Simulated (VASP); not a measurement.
# BeSi (P6/mmm) in VASP: notebook

The runs below take BeSi through single point, with PBE.

All numbers are computed with VASP 6.6.1; they aren't measurements. Logs are shortened: lines on timing, memory, paths and dates and some standing lists are left out, and cuts for length are marked.

### Step 1. The cell of the first run

It takes space group P6/mmm (No. 191, hexagonal). Conventional cell: a = 2.388 Å, b = 2.388 Å, c = 5.970 Å, α = 90.00°, β = 90.00°, γ = 120.00°. Within 3.2 Å of Be (site symmetry 6/mmm) lie 6 Be at 2.39 Å and 2 Si at 2.99 Å. Si (site symmetry 6/mmm) has 6 Si at 2.39 Å and 2 Be at 2.99 Å within 3.2 Å.

### Step 2. Single point, PBE

Input file INCAR:

```
PREC = Accurate
ENCUT = 520
EDIFF = 1E-7
ISMEAR = 0
SIGMA = 0.1
LREAL = False
LASPH = True
NELM = 80
ALGO = Normal
ISIF = 2
LWAVE = False
LCHARG = False
GGA = PE
NBANDS = 10
```

Input file KPOINTS:

```
regular mesh
0
Gamma
  6 6 2
```

Input file POSCAR:

```
BeSi
1.0
    2.3880440390      0.0000000000      0.0000000000
   -1.1940220195      2.0681068031      0.0000000000
    0.0000000000      0.0000000000      5.9702295779
Be Si
1 1
Direct
    0.0000000000      0.0000000000      0.0000000000
    0.0000000000      0.0000000000      0.5000000000
```

Potentials or basis: VASP PAW PBE potentials, release 64 (Be, Si).

Run with:

```sh
cat potpaw_PBE.64/Be/POTCAR potpaw_PBE.64/Si/POTCAR > POTCAR
mpirun -np 1 vasp_std > vasp.out
```

OUTCAR:

```text
PREC = Accurate
   ENCUT = 520
   EDIFF = 1E-7
   ISMEAR = 0
   LREAL = False
   LASPH = True
   NELM = 80
   ISIF = 2
   GGA = PE

 ion  position               nearest neighbor table
   1  0.000  0.000  0.000-
   2  0.000  0.000  0.500-

  LATTYP: Found a hexagonal cell.
 ALAT       =     2.3880440390
 C/A-ratio  =     2.5000500327

  Lattice vectors:

 A1 = (   2.3880440390,   0.0000000000,   0.0000000000)
 A2 = (  -1.1940220195,   2.0681068031,   0.0000000000)
 A3 = (   0.0000000000,   0.0000000000,   5.9702295779)

Analysis of symmetry for initial positions (statically):
=====================================================================
 Subroutine PRICEL returns:
 Original cell was already a primitive cell.

 Routine SETGRP: Setting up the symmetry group for a
 hexagonal supercell.

 Subroutine GETGRP returns: Found 24 space group operations
 (whereof 24 operations were pure point group operations)
 out of a pool of 24 trial point group operations.

The static configuration has the point symmetry D_6h.

Analysis of symmetry for dynamics (positions and initial velocities):
=====================================================================
 Subroutine PRICEL returns:
 Original cell was already a primitive cell.

 Routine SETGRP: Setting up the symmetry group for a
 hexagonal supercell.

 Subroutine GETGRP returns: Found 24 space group operations
 (whereof 24 operations were pure point group operations)
 out of a pool of 24 trial point group operations.

The dynamic configuration has the point symmetry D_6h.

 Subroutine INISYM returns: Found 24 space group operations
 (whereof 24 operations are pure point group operations),
 and found     1 'primitive' translations

----------------------------------------------------------------------------------------

                                     Primitive cell

  volume of cell :      29.4854

  direct lattice vectors                    reciprocal lattice vectors
     2.388044039  0.000000000  0.000000000     0.418752746  0.241767011  0.000000000
    -1.194022019  2.068106803  0.000000000     0.000000000  0.483534022  0.000000000
     0.000000000  0.000000000  5.970229578     0.000000000  0.000000000  0.167497746

  length of vectors
     2.388044039  2.388044039  5.970229578     0.483534022  0.483534022  0.167497746

  position of ions in fractional coordinates (direct lattice)
     0.000000000  0.000000000  0.000000000
     0.000000000  0.000000000  0.500000000

  ion indices of the primitive-cell ions
   primitive index   ion index
                 1           1
                 2           2

----------------------------------------------------------------------------------------

 KPOINTS: regular mesh

Automatic generation of k-mesh.
 Grid dimensions read from file:
 generate k-points for:    6    6    2

 Generating k-lattice:

  Cartesian coordinates                     Fractional coordinates (reciprocal lattice)
     0.069792124  0.040294502  0.000000000     0.166666667  0.000000000  0.000000000
     0.000000000  0.080589004  0.000000000     0.000000000  0.166666667  0.000000000
     0.000000000  0.000000000  0.083748873     0.000000000  0.000000000  0.500000000

  Length of vectors
     0.080589004  0.080589004  0.083748873

  Shift w.r.t. Gamma in fractional coordinates (k-lattice)
     0.000000000  0.000000000  0.000000000

 Subroutine IBZKPT returns following result:
 ===========================================

 Found     14 irreducible k-points:

 Following reciprocal coordinates:
            Coordinates               Weight
  0.000000  0.000000  0.000000      1.000000
  0.166667  0.000000  0.000000      6.000000
  0.333333  0.000000  0.000000      6.000000
  0.500000  0.000000  0.000000      3.000000
  0.166667  0.166667  0.000000      6.000000
  0.333333  0.166667  0.000000     12.000000
  0.333333  0.333333  0.000000      2.000000
  0.000000  0.000000  0.500000      1.000000
  0.166667  0.000000  0.500000      6.000000
  0.333333  0.000000  0.500000      6.000000
  0.500000  0.000000  0.500000      3.000000
  0.166667  0.166667  0.500000      6.000000
  0.333333  0.166667  0.500000     12.000000
  0.333333  0.333333  0.500000      2.000000
   k-points           NKPTS =     14   k-points in BZ     NKDIM =     14   number of bands    NBANDS=     10
   number of dos      NEDOS =    301   number of ions     NIONS =      2
   total plane-waves  NPLWV =  15552
   dimension x,y,z NGX =    18 NGY =   18 NGZ =   48
   dimension x,y,z NGXF=    36 NGYF=   36 NGZF=   96
   ions per type =               1   1
   NGX,Y,Z   is equivalent  to a cutoff of  12.53, 12.53, 13.37 a.u.
   NGXF,Y,Z  is equivalent  to a cutoff of  25.06, 25.06, 26.73 a.u.
 SYSTEM =  unknown system
   PREC   = accura    normal or accurate (medium, high low for compatibility)
   ISTART =      0    job   : 0-new  1-cont  2-samecut
   ICHARG =      2    charge: 1-file 2-atom 10-const
   ISPIN  =      1    spin polarized calculation?
   LNONCOLLINEAR =      F non collinear calculations
   LSORBIT =      F    spin-orbit coupling
   LASPH  =      T    aspherical Exc in radial PAW
   ENCUT  =  520.0 eV  38.22 Ry    6.18 a.u.   4.44  4.44 11.10*2*pi/ulx,y,z
   NELM   =     80;   NELMIN=  2; NELMDL= -5     # of ELM steps
   EDIFF  = 0.1E-06   stopping-criterion for ELM
   LREAL  =      F    real-space projection
   EDIFFG = 0.1E-05   stopping-criterion for IOM
   NSW    =      0    number of steps for IOM
   IBRION =     -1    ionic relax: 0-MD 1-quasi-New 2-CG
   NFREE  =      0    steps in history (QN), initial steepest desc. (CG)
   ISIF   =      2    stress and relaxation
   ISYM   =      2    0-nonsym 1-usesym 2-fastsym
   POTIM  = 0.5000    time-step for ionic-motion
   TEBEG  =    0.0;   TEEND  =   0.0 temperature during run
   PSTRESS=    0.0 pullay stress
   NELECT =       6.0000    total number of electrons
   NUPDOWN=      -1.0000    fix difference up-down
   EMIN   =  10.00;   EMAX   =-10.00  energy-range for DOS
   EFERMI =   0.00;   METHOD = LEGACY
   ISMEAR =     0;   SIGMA  =   0.10  broadening in eV -4-tet -1-fermi 0-gaus
   EFERMI_NEDOS =   21; number of points for ismear=-14 and -15
   IALGO  =     38    algorithm
   IMIX   =      4    mixing-type and parameters
     AMIX     =   0.40;   BMIX     =  1.00
     AMIX_MAG =   1.60;   BMIX_MAG =  1.00
  volume/ion in A,a.u.               =      14.74        99.49
  Fermi-wavevector in a.u.,A,eV,Ry     =   0.962919  1.819653 12.615502  0.927213
  Thomas-Fermi vector in A             =   2.092420
   LORBIT       =      0    0 simple, 1 ext, 2 COOP (PROOUT), +10 PAW based schemes
   GGA     = PE    functional components
   LHFCALC =     F    Hartree Fock is set to
   AEXX    =    0.0000 exact exchange contribution
   IVDW    =     0    specifies the selected vdW correction
   LEPSILON=     F    determine dielectric tensor
   LRPA    =     F    only Hartree local field effects (RPA)
 non-spin polarized calculation
 Gauss-broadening in eV      SIGMA  =   0.10
  energy-cutoff  :      520.00
  volume of cell :       29.49
 maximum number of plane-waves:       814
 NGX is ok and might be reduce to    18
   NGX =  9   NGY =  9   NGZ = 23

 number of electron       6.0000000 magnetization

 Free energy of the ion-electron system (eV)
  ---------------------------------------------------
  ext. energy  EPLUGINS =         0.00000000
  ---------------------------------------------------
  free energy    TOTEN  =        -7.63782412 eV

  energy without entropy =       -7.63465056  energy(sigma->0) =       -7.63623734

 E-fermi :   5.7982     XC(G=0):  -9.7712

 val. band max:        5.7262943663   @ k =   0.1667   0.1667   0.5000
 cond. band min:       6.1714244995   @ k =   0.3333   0.0000   0.5000
 fundamental gap:      0.4451301332
 Fermi energy:         5.7982049053

 k-point     1 :       0.0000    0.0000    0.0000
  band No.  band energies     occupation
      1      -8.0343      2.00000
      2      -0.0594      2.00000
      3      -0.0079      2.00000
      4       9.0030      0.00000
      5      12.2115      0.00000
      6      21.0621      0.00000
      7      21.0621      0.00000
      8      21.9390      0.00000
      9      21.9390      0.00000
     10      22.8813      0.00000

 k-point     2 :       0.1667    0.0000    0.0000
  band No.  band energies     occupation
      1      -7.1015      2.00000
      2       0.6745      2.00000
      3       0.9063      2.00000
      4       9.8703      0.00000
      5      12.3008      0.00000
      6      14.5436      0.00000
      7      17.8624      0.00000
      8      19.3950      0.00000
      9      20.9108      0.00000
     10      21.1898      0.00000

 k-point     3 :       0.3333    0.0000    0.0000
  band No.  band energies     occupation
      1      -4.3495      2.00000
      2       2.7979      2.00000
      3       3.6241      2.00000
      4       6.3116      0.00000
      5      12.3437      0.00000
      6      12.4461      0.00000
      7      14.8562      0.00000
      8      15.6608      0.00000
      9      15.6720      0.00000
     10      18.8068      0.00000

 k-point     4 :       0.5000    0.0000    0.0000
  band No.  band energies     occupation
      1      -0.4903      2.00000
      2       0.8859      2.00000
      3       5.0540      2.00000
      4       7.2434      0.00000
      5       9.1184      0.00000
      6       9.3788      0.00000
      7      14.9271      0.00000
      8      15.1768      0.00000
      9      15.9189      0.00000
     10      18.0183      0.00000

 k-point     5 :       0.1667    0.1667    0.0000
  band No.  band energies     occupation
      1      -5.2583      2.00000
      2       2.1217      2.00000
      3       2.7246      2.00000
      4       9.9177      0.00000
      5      10.8007      0.00000
      6      11.5630      0.00000
      7      15.2673      0.00000
      8      15.8519      0.00000
      9      18.1223      0.00000
     10      18.2969      0.00000

 k-point     6 :       0.3333    0.1667    0.0000
  band No.  band energies     occupation
      1      -1.6861      2.00000
      2       3.7160      2.00000
      3       4.8177      2.00000
      4       6.2484      0.00000
      5       8.9465      0.00000
      6      10.6508      0.00000
      7      12.0724      0.00000
      8      14.7018      0.00000
      9      15.0940      0.00000
     10      17.9311      0.00000

 k-point     7 :       0.3333    0.3333    0.0000
  band No.  band energies     occupation
      1       2.1078      2.00000
      2       2.1078      2.00000
      3       4.4951      2.00000
      4       7.8465      0.00000
      5       7.8465      0.00000
      6       9.0569      0.00000
      7      12.2486      0.00000
      8      12.2486      0.00000
      9      12.9646      0.00000
     10      16.4872      0.00000

 k-point     8 :       0.0000    0.0000    0.5000
  band No.  band energies     occupation
      1      -8.0067      2.00000
      2      -1.5781      2.00000
      3       3.5356      2.00000
      4       4.7403      2.00000
      5      17.1124      0.00000
      6      21.0665      0.00000
      7      21.0665      0.00000
      8      21.0698      0.00000
      9      22.4360      0.00000
     10      22.4436      0.00000

 k-point     9 :       0.1667    0.0000    0.5000
  band No.  band energies     occupation
      1      -7.0728      2.00000
      2      -0.7523      2.00000
      3       4.2717      2.00000
      4       5.6388      1.97583
      5      13.8994      0.00000
      6      17.6570      0.00000
      7      17.9090      0.00000
      8      18.4831      0.00000
      9      20.7467      0.00000
     10      21.8691      0.00000

 k-point    10 :       0.3333    0.0000    0.5000
  band No.  band energies     occupation
      1      -4.3181      2.00000
      2       1.6712      2.00000
      3       6.1714      0.00000
      4       6.3616      0.00000
      5       8.6611      0.00000
      6      12.4556      0.00000
      7      15.7189      0.00000
      8      16.7255      0.00000
      9      17.2478      0.00000
     10      18.5912      0.00000

 k-point    11 :       0.5000    0.0000    0.5000
  band No.  band energies     occupation
      1      -0.4505      2.00000
      2       0.9026      2.00000
      3       4.6393      2.00000
      4       6.6589      0.00000
      5      10.9365      0.00000
      6      11.5200      0.00000
      7      11.8389      0.00000
      8      14.9908      0.00000
      9      15.1209      0.00000
     10      17.0805      0.00000

 k-point    12 :       0.1667    0.1667    0.5000
  band No.  band energies     occupation
      1      -5.2277      2.00000
      2       0.8806      2.00000
      3       5.7263      1.69083
      4       7.2871      0.00000
      5       9.9428      0.00000
      6      11.8527      0.00000
      7      15.5593      0.00000
      8      16.1132      0.00000
      9      19.8961      0.00000
     10      19.9600      0.00000

 k-point    13 :       0.3333    0.1667    0.5000
  band No.  band energies     occupation
      1      -1.6531      2.00000
      2       3.7407      2.00000
      3       3.9942      2.00000
      4       7.8923      0.00000
      5       8.7689      0.00000
      6      10.5718      0.00000
      7      11.7228      0.00000
      8      13.4638      0.00000
      9      15.6791      0.00000
     10      17.5344      0.00000

 k-point    14 :       0.3333    0.3333    0.5000
  band No.  band energies     occupation
      1       2.1426      2.00000
      2       2.1426      2.00000
      3       4.4898      2.00000
      4       7.4565      0.00000
      5       7.4565      0.00000
      6       8.9879      0.00000
      7      13.7550      0.00000
      8      13.7550      0.00000
      9      13.8912      0.00000
     10      15.1211      0.00000

------------------------ aborting loop because EDIFF is reached ----------------------------------------

  FORCE on cell =-STRESS in cart. coord.  units (eV):
  Direction    XX          YY          ZZ          XY          YZ          ZX
  --------------------------------------------------------------------------------------
  -------------------------------------------------------------------------------------
  Total       -0.0442858     -0.0442858      0.0248154      0.0000000     -0.0000000     -0.0000000
  in kB       -2.4064029     -2.4064029      1.3484200      0.0000000     -0.0000000     -0.0000000
  external PRESSURE =      -1.1547953 kB  Pullay stress =       0.0000000 kB

 VOLUME and BASIS-vectors are now :
 -----------------------------------------------------------------------------
  energy-cutoff  :      520.00
  volume of cell :       29.49
      direct lattice vectors                 reciprocal lattice vectors
     2.388044039  0.000000000  0.000000000     0.418752746  0.241767011  0.000000000
    -1.194022019  2.068106803  0.000000000     0.000000000  0.483534022  0.000000000
     0.000000000  0.000000000  5.970229578     0.000000000  0.000000000  0.167497746

 POSITION                                       TOTAL-FORCE (eV/Angst)
 -----------------------------------------------------------------------------------
      0.00000      0.00000      0.00000        -0.000000      0.000000      0.000000
      0.00000      0.00000      2.98511         0.000000      0.000000      0.000000
 -----------------------------------------------------------------------------------
    total drift:                                0.000000     -0.000000     -0.000000

  FREE ENERGIE OF THE ION-ELECTRON SYSTEM (eV)
  ---------------------------------------------------
  free  energy   TOTEN  =        -7.6378241245 eV

  energy  without entropy=       -7.6346505636  energy(sigma->0) =       -7.63623734
```

It took 2.4 s on 1 thread of Intel Xeon 6975P-C (Granite Rapids), shared host; peak memory 0.13 GiB.

Results:

* Free energy: -7.6378 eV
* Pressure: -0.1 GPa
* Band gap on the k mesh: zero (band 3 reaches 6.17 eV, above the bottom of band 4 at 4.74 eV)

Levels at points of the mesh, in eV from the Fermi level:
| k point | band 1 | band 2 | band 3 | band 4 | band 5 | band 6 |
| --- | --- | --- | --- | --- | --- | --- |
| (0.00, 0.00, 0.00) | -13.83 | -5.86 | -5.81 | 3.20 | 6.41 | 15.26 |
| (0.50, 0.00, 0.00) | -6.29 | -4.91 | -0.74 | 1.45 | 3.32 | 3.58 |
| (0.00, 0.00, 0.50) | -13.80 | -7.38 | -2.26 | -1.06 | 11.31 | 15.27 |
| (0.50, 0.00, 0.50) | -6.25 | -4.90 | -1.16 | 0.86 | 5.14 | 5.72 |

Caveat: the k points lie up to 0.53 Å⁻¹ apart.

[end of part 1 of 2]
